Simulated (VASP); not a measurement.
# B5W (F-43m) in VASP: notebook

Runs on B5W. Level: PBE. Tasks: relaxation of cell and atoms, single point.

All numbers are computed with VASP 6.6.1; they aren't measurements. Logs are shortened: lines on timing, memory, paths and dates and some standing lists are left out, and cuts for length are marked.

### Step 1. The cell of the first run

It takes space group F-43m (No. 216, cubic). The conventional cell has a = 5.945 Å, b = 5.945 Å, c = 5.945 Å, α = 90.00°, β = 90.00°, γ = 90.00°. B (site symmetry -43m) has 12 B at 2.46 Å and 4 W at 2.57 Å within 3.3 Å. Within 2.8 Å of B (site symmetry 3m) lie 9 B at 2.09 to 2.46 Å and 3 W at 2.47 Å. W (site symmetry -43m) has 16 B at 2.47 to 2.57 Å within 3.3 Å.

### Step 2. Relaxation of cell and atoms, PBE

INCAR

```
PREC = Accurate ; ENCUT = 600
EDIFF = 1E-7 ; ISMEAR = 0
SIGMA = 0.1 ; LREAL = False
LASPH = True ; NELM = 100
ALGO = Normal ; ISIF = 3
LWAVE = False ; LCHARG = False
GGA = PE ; IBRION = 2
NSW = 90 ; EDIFFG = -0.04
```

KPOINTS

```
regular mesh
0
Gamma
  6 6 6
```

POSCAR

```
B5W
1.0
    0.0000000000      2.9726097200      2.9726097200
    2.9726097200      0.0000000000      2.9726097200
    2.9726097200      2.9726097200      0.0000000000
B W
5 1
Direct
    0.7500000000      0.7500000000      0.7500000000
    0.3759736600      0.3759736600      0.8720790100
    0.3759736600      0.8720790100      0.3759736600
    0.3759736600      0.3759736600      0.3759736600
    0.8720790100      0.3759736600      0.3759736600
    0.0000000000      0.0000000000      0.0000000000
```

Potentials or basis: VASP PAW PBE potentials, release 64 (B, W_sv).

Launch:

```
cat potpaw_PBE.64/B/POTCAR potpaw_PBE.64/W_sv/POTCAR > POTCAR
mpirun -np 1 vasp_std > vasp.out
```

OUTCAR:

```text
PREC = Accurate
   ENCUT = 600
   EDIFF = 1E-7
   ISMEAR = 0
   LREAL = False
   LASPH = True
   NELM = 100
   ISIF = 3
   GGA = PE
   IBRION = 2
   NSW = 90
   EDIFFG = -0.04

 ion  position               nearest neighbor table
   1  0.750  0.750  0.750-   6 2.57   6 2.57   6 2.57   6 2.57
   2  0.376  0.376  0.872-   3 2.09   4 2.09   5 2.09   4 2.12   3 2.12   5 2.12   6 2.47   6 2.47
                             6 2.47
   3  0.376  0.872  0.376-   2 2.09   4 2.09   5 2.09   2 2.12   4 2.12   5 2.12   6 2.47   6 2.47
                             6 2.47
   4  0.376  0.376  0.376-   2 2.09   3 2.09   5 2.09   2 2.12   3 2.12   5 2.12   6 2.47   6 2.47
                             6 2.47
   5  0.872  0.376  0.376-   2 2.09   3 2.09   4 2.09   4 2.12   2 2.12   3 2.12   6 2.47   6 2.47
                             6 2.47
   6  0.000  0.000  0.000-   2 2.47   3 2.47   5 2.47   4 2.47   4 2.47   4 2.47   2 2.47   3 2.47
                             5 2.47   2 2.47   3 2.47   5 2.47   1 2.57   1 2.57   1 2.57   1 2.57

  LATTYP: Found a face centered cubic cell.
 ALAT       =     5.9452194400

  Lattice vectors:

 A1 = (   0.0000000000,   2.9726097200,   2.9726097200)
 A2 = (   2.9726097200,   0.0000000000,   2.9726097200)
 A3 = (   2.9726097200,   2.9726097200,   0.0000000000)

Analysis of symmetry for initial positions (statically):
=====================================================================
 Subroutine PRICEL returns:
 Original cell was already a primitive cell.

 Routine SETGRP: Setting up the symmetry group for a
 face centered cubic supercell.

 Subroutine GETGRP returns: Found 24 space group operations
 (whereof 24 operations were pure point group operations)
 out of a pool of 48 trial point group operations.

The static configuration has the point symmetry T_d .

Analysis of symmetry for dynamics (positions and initial velocities):
=====================================================================
 Subroutine PRICEL returns:
 Original cell was already a primitive cell.

 Routine SETGRP: Setting up the symmetry group for a
 face centered cubic supercell.

 Subroutine GETGRP returns: Found 24 space group operations
 (whereof 24 operations were pure point group operations)
 out of a pool of 48 trial point group operations.

The dynamic configuration has the point symmetry T_d .

 Subroutine INISYM returns: Found 24 space group operations
 (whereof 24 operations are pure point group operations),
 and found     1 'primitive' translations

----------------------------------------------------------------------------------------

                                     Primitive cell

  volume of cell :      52.5344

  direct lattice vectors                    reciprocal lattice vectors
     0.000000000  2.972609720  2.972609720    -0.168202370  0.168202370  0.168202370
     2.972609720  0.000000000  2.972609720     0.168202370 -0.168202370  0.168202370
     2.972609720  2.972609720  0.000000000     0.168202370  0.168202370 -0.168202370

  length of vectors
     4.203904982  4.203904982  4.203904982     0.291335051  0.291335051  0.291335051

  position of ions in fractional coordinates (direct lattice)
     0.750000000  0.750000000  0.750000000
     0.375973660  0.375973660  0.872079010
     0.375973660  0.872079010  0.375973660
     0.375973660  0.375973660  0.375973660
     0.872079010  0.375973660  0.375973660
     0.000000000  0.000000000  0.000000000

  ion indices of the primitive-cell ions
   primitive index   ion index
                 1           1
                 2           2
                 3           3
                 4           4
                 5           5
                 6           6

----------------------------------------------------------------------------------------

 KPOINTS: regular mesh

Automatic generation of k-mesh.
 Grid dimensions read from file:
 generate k-points for:    6    6    6

 Generating k-lattice:

  Cartesian coordinates                     Fractional coordinates (reciprocal lattice)
    -0.028033728  0.028033728  0.028033728     0.166666667  0.000000000  0.000000000
     0.028033728 -0.028033728  0.028033728     0.000000000  0.166666667  0.000000000
     0.028033728  0.028033728 -0.028033728     0.000000000  0.000000000  0.166666667

  Length of vectors
     0.048555842  0.048555842  0.048555842

  Shift w.r.t. Gamma in fractional coordinates (k-lattice)
     0.000000000  0.000000000  0.000000000

 Subroutine IBZKPT returns following result:
 ===========================================

 Found     16 irreducible k-points:

 Following reciprocal coordinates:
            Coordinates               Weight
  0.000000  0.000000  0.000000      1.000000
  0.166667  0.000000  0.000000      8.000000
  0.333333  0.000000  0.000000      8.000000
  0.500000  0.000000  0.000000      4.000000
  0.166667  0.166667  0.000000      6.000000
  0.333333  0.166667  0.000000     24.000000
[... 8 lines left out ...]
 -0.333333  0.333333  0.166667     24.000000
 -0.333333  0.500000  0.166667     12.000000
   k-points           NKPTS =     16   k-points in BZ     NKDIM =     16   number of bands    NBANDS=     18
   number of dos      NEDOS =    301   number of ions     NIONS =      6
   total plane-waves  NPLWV =  46656
   dimension x,y,z NGX =    36 NGY =   36 NGZ =   36
   dimension x,y,z NGXF=    72 NGYF=   72 NGZF=   72
   ions per type =               5   1
   NGX,Y,Z   is equivalent  to a cutoff of  14.24, 14.24, 14.24 a.u.
   NGXF,Y,Z  is equivalent  to a cutoff of  28.47, 28.47, 28.47 a.u.
 SYSTEM =  unknown system
   PREC   = accura    normal or accurate (medium, high low for compatibility)
   ISTART =      0    job   : 0-new  1-cont  2-samecut
   ICHARG =      2    charge: 1-file 2-atom 10-const
   ISPIN  =      1    spin polarized calculation?
   LNONCOLLINEAR =      F non collinear calculations
   LSORBIT =      F    spin-orbit coupling
   LASPH  =      T    aspherical Exc in radial PAW
   ENCUT  =  600.0 eV  44.10 Ry    6.64 a.u.   8.40  8.40  8.40*2*pi/ulx,y,z
   NELM   =    100;   NELMIN=  2; NELMDL= -5     # of ELM steps
   EDIFF  = 0.1E-06   stopping-criterion for ELM
   LREAL  =      F    real-space projection
   EDIFFG = -.4E-01   stopping-criterion for IOM
   NSW    =     90    number of steps for IOM
   IBRION =      2    ionic relax: 0-MD 1-quasi-New 2-CG
   NFREE  =      1    steps in history (QN), initial steepest desc. (CG)
   ISIF   =      3    stress and relaxation
   ISYM   =      2    0-nonsym 1-usesym 2-fastsym
   POTIM  = 0.5000    time-step for ionic-motion
   TEBEG  =    0.0;   TEEND  =   0.0 temperature during run
   PSTRESS=    0.0 pullay stress
   NELECT =      29.0000    total number of electrons
   NUPDOWN=      -1.0000    fix difference up-down
   EMIN   =  10.00;   EMAX   =-10.00  energy-range for DOS
   EFERMI =   0.00;   METHOD = LEGACY
   ISMEAR =     0;   SIGMA  =   0.10  broadening in eV -4-tet -1-fermi 0-gaus
   EFERMI_NEDOS =   21; number of points for ismear=-14 and -15
   IALGO  =     38    algorithm
   IMIX   =      4    mixing-type and parameters
     AMIX     =   0.40;   BMIX     =  1.00
     AMIX_MAG =   1.60;   BMIX_MAG =  1.00
  volume/ion in A,a.u.               =       8.76        59.09
  Fermi-wavevector in a.u.,A,eV,Ry     =   1.342949  2.537806 24.538280  1.803513
  Thomas-Fermi vector in A             =   2.471062
   LORBIT       =      0    0 simple, 1 ext, 2 COOP (PROOUT), +10 PAW based schemes
   GGA     = PE    functional components
   LHFCALC =     F    Hartree Fock is set to
   AEXX    =    0.0000 exact exchange contribution
   IVDW    =     0    specifies the selected vdW correction
   LEPSILON=     F    determine dielectric tensor
   LRPA    =     F    only Hartree local field effects (RPA)
 conjugate gradient relaxation of ions
 non-spin polarized calculation
 Gauss-broadening in eV      SIGMA  =   0.10
  energy-cutoff  :      600.00
  volume of cell :       52.53
 maximum number of plane-waves:      1807
 NGX is ok and might be reduce to    36
   NGX = 17   NGY = 17   NGZ = 17

--------------------------------------- Ionic step        1  -------------------------------------------

 number of electron      28.9999998 magnetization

 Free energy of the ion-electron system (eV)
  ---------------------------------------------------
  ext. energy  EPLUGINS =         0.00000000
  ---------------------------------------------------
  free energy    TOTEN  =       -41.72932678 eV

  energy without entropy =      -41.72555349  energy(sigma->0) =      -41.72744013

 E-fermi :   9.0177     XC(G=0): -12.5624

 val. band max:        8.8915174324   @ k =  -0.3333   0.1667   0.0000
 cond. band min:       9.0888307702   @ k =  -0.3333   0.3333   0.0000
 fundamental gap:      0.1973133378
 Fermi energy:         9.0176736948

 k-point     1 :       0.0000    0.0000    0.0000
  band No.  band energies     occupation
      1     -65.2961      2.00000
      2     -29.5474      2.00000
      3     -29.5474      2.00000
      4     -29.5474      2.00000
      5      -6.2349      2.00000
      6       1.2413      2.00000
[... 10 lines left out ...]
     17      10.4816      0.00000
     18      10.4816      0.00000
[... 495 lines left out ...]
 POSITION                                       TOTAL-FORCE (eV/Angst)
 -----------------------------------------------------------------------------------
      4.25840      4.25840      4.25840         0.000000      0.000000      0.000000
      3.53170      3.53170      2.14617        -0.078994     -0.078994      0.078994
      3.53170      2.14617      3.53170        -0.078994      0.078994     -0.078994
      2.14617      2.14617      2.14617         0.078994      0.078994      0.078994
      2.14617      3.53170      3.53170         0.078994     -0.078994     -0.078994
      0.00000      0.00000      0.00000         0.000000      0.000000      0.000000
 -----------------------------------------------------------------------------------
    total drift:                                0.000001      0.000001      0.000001

  FREE ENERGIE OF THE ION-ELECTRON SYSTEM (eV)
  ---------------------------------------------------
  free  energy   TOTEN  =       -42.4848467058 eV

  energy  without entropy=      -42.4807480446  energy(sigma->0) =      -42.48279738

--------------------------------------- Ionic step        6  -------------------------------------------

 number of electron      29.0000000 magnetization

 Free energy of the ion-electron system (eV)
  ---------------------------------------------------
  ext. energy  EPLUGINS =         0.00000000
  ---------------------------------------------------
  free energy    TOTEN  =       -42.48760109 eV

  energy without entropy =      -42.48302095  energy(sigma->0) =      -42.48531102

 E-fermi :  10.8568     XC(G=0): -13.1973

 val. band max:       10.7300042933   @ k =   0.5000   0.3333   0.1667
 cond. band min:      10.9128846563   @ k =  -0.3333   0.3333   0.0000
 fundamental gap:      0.1828803630
 Fermi energy:        10.8568311070

 k-point     1 :       0.0000    0.0000    0.0000
  band No.  band energies     occupation
      1     -63.3212      2.00000
      2     -27.7028      2.00000
      3     -27.7028      2.00000
      4     -27.7028      2.00000
      5      -5.9079      2.00000
      6       1.9786      2.00000
[... 10 lines left out ...]
     17      12.5461      0.00000
     18      12.5461      0.00000
[... 335 lines left out ...]
 POSITION                                       TOTAL-FORCE (eV/Angst)
 -----------------------------------------------------------------------------------
      4.25806      4.25806      4.25806         0.000000     -0.000000      0.000000
      3.52559      3.52559      2.15182         0.000247      0.000247     -0.000247
      3.52559      2.15182      3.52559         0.000247     -0.000247      0.000247
      2.15182      2.15182      2.15182        -0.000247     -0.000247     -0.000247
      2.15182      3.52559      3.52559        -0.000247      0.000247      0.000247
      5.67741      2.83871      2.83871         0.000000      0.000000      0.000000
 -----------------------------------------------------------------------------------
    total drift:                                0.000001      0.000001      0.000001

  FREE ENERGIE OF THE ION-ELECTRON SYSTEM (eV)
  ---------------------------------------------------
  free  energy   TOTEN  =       -42.4876010940 eV

  energy  without entropy=      -42.4830209462  energy(sigma->0) =      -42.48531102

 reached required accuracy - stopping structural energy minimisation
```

It took 54 s on 1 thread of AMD EPYC 9R45 (Zen 5), shared host; peak memory 0.18 GiB.

Results:

- Free energy: -42.4876 eV
- Relaxed volume: 7.63 Å³/atom
- Relaxed cell: a = 4.015 Å, b = 4.015 Å, c = 4.015 Å, α = 60.00°, β = 60.00°, γ = 60.00°
- Space group after relaxing (to 0.05 Å): F-43m (No. 216)
- Energy gained by relaxing: 126.4 meV/atom
- Ionic steps: 6
- Pressure after relaxing: 0.4 GPa

Step by step:
```tsv
step	energy change (eV)	largest force (eV/Å)	pressure (GPa)	volume (Å³)
1	0.0000	0.2543	-31.25	52.53
2	-0.0675	0.3260	46.26	40.59
3	-0.7426	0.3146	-0.58	45.90
4	-0.7429	0.3153	0.25	45.78
5	-0.7555	0.1368	0.27	45.76
6	-0.7583	0.0004	0.38	45.75
```

Final structure:
```xyz
6
Lattice="0.0000 2.8387 2.8387 2.8387 0.0000 2.8387 2.8387 2.8387 0.0000" Properties=species:S:1:pos:R:3 pbc="T T T"
B     4.2581    4.2581    4.2581
B     3.5256    3.5256    2.1518
B     3.5256    2.1518    3.5256
B     2.1518    2.1518    2.1518
B     2.1518    3.5256    3.5256
W     5.6774    2.8387    2.8387
```

Levels at points of the mesh, in eV from the Fermi level:
| k point | band 12 | band 13 | band 14 | band 15 | band 16 | band 17 |
| --- | --- | --- | --- | --- | --- | --- |
| (0.00, 0.00, 0.00) | -3.67 | -3.67 | -3.67 | -3.60 | 1.69 | 1.69 |
| (0.50, 0.00, 0.00) | -3.92 | -3.05 | -3.05 | 1.03 | 2.40 | 2.40 |
| (0.50, 0.50, 0.00) | -2.26 | -2.26 | -1.22 | 0.54 | 1.41 | 2.29 |

Caveat: spin-orbit coupling is left out, which moves the levels of the heavy elements.

### Step 3. Single point, PBE

This run uses another cell than the first one, of 7.63 Å³/atom, 0.871 times its volume.

INCAR

```
PREC = Accurate ; ENCUT = 520
EDIFF = 1E-6 ; ISMEAR = 0
SIGMA = 0.1 ; LREAL = F
LASPH = T ; NELM = 100
ALGO = Normal ; ISIF = 2
LWAVE = F ; LCHARG = T
GGA = PE ; LELF = T
LVHAR = T ; NBANDS = 24
```

KPOINTS

```
regular mesh
0
Gamma
  12 12 12
```

POSCAR

```
B5W
1.0
    0.0000000000      2.8388631001      2.8388631001
    2.8388631001      0.0000000000      2.8388631001
    2.8388631001      2.8388631001      0.0000000000
B W
5 1
Direct
    0.2500000000      0.2500000000      0.2500000000
    0.6209828032      0.6209828032      0.6209828032
    0.1370515904      0.6209828032      0.6209828032
    0.6209828032      0.1370515904      0.6209828032
    0.6209828032      0.6209828032      0.1370515904
    0.0000000000      0.0000000000      0.0000000000
```

Potentials or basis: VASP PAW PBE potentials, release 64 (B, W_sv).

Launch:

```
cat potpaw_PBE.64/B/POTCAR potpaw_PBE.64/W_sv/POTCAR > POTCAR
mpirun -np 1 vasp_std > vasp.out
```

It took 34 s on 1 thread of AMD EPYC 9R45 (Zen 5), shared host; peak memory 0.18 GiB.

Results (log left out):

```yaml
Free_energy: -42.4392 eV
Pressure: 0.3 GPa
```

Levels at points of the mesh, in eV from the Fermi level:
| k point | band 13 | band 14 | band 15 | band 16 | band 17 | band 18 |
| --- | --- | --- | --- | --- | --- | --- |
| (0.00, 0.00, 0.00) | -3.84 | -3.84 | -3.76 | 1.52 | 1.52 | 1.52 |
| (0.50, 0.00, 0.00) | -3.21 | -3.21 | 0.86 | 2.23 | 2.23 | 3.00 |
| (0.50, 0.50, 0.00) | -2.42 | -1.38 | 0.38 | 1.25 | 2.12 | 2.12 |

Caveat: spin-orbit coupling is left out, which moves the levels of the heavy elements.

(Part 1 of 2 ends here.)
